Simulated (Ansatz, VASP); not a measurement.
One calculation of Ir2Pt, two programs

```xyz
3
Lattice="3.4984 0.0000 0.0000 0.0000 3.4984 0.0000 0.0000 0.0000 3.9603" Properties=species:S:1:pos:R:3 pbc="T T T"
Ir    1.7492    1.7492    0.9058
Ir    1.7492    1.7492    3.0544
Pt    0.0000    0.0000    0.0000
```

Alike in both runs: task single point; functional PBE; k mesh 6 × 6 × 4; occupations gaussian, width 0.1 eV; no spin polarisation.

|  | VASP | Ansatz |
| --- | --- | --- |
| version | VASP 6.6.1 | Ansatz 0.2.0 |
| potentials or method | VASP PAW PBE potentials, release 64 (Ir_sv_GW, Pt_sv_GW), cutoff 570 eV | scalar-relativistic, plane waves, PAW |
| valence electrons in the cell | 52 | 52 |

Ansatz gave:

```
gap on the k mesh at the Fermi level (eV) : none
rms of the force components (eV/Å)        : 15.175
```

**Question.** What did VASP give for the same quantities?

**Answer.** gap on the k mesh at the Fermi level (eV): none; rms of the force components (eV/Å): 15.597.

Atom by atom the forces differ by 0.423 eV/Å (rms over components). A gap of «none» marks a metal or a gap that the smearing closes.

The k mesh is coarse, so the values compare programs but aren't converged. Spin-orbit coupling is off throughout.
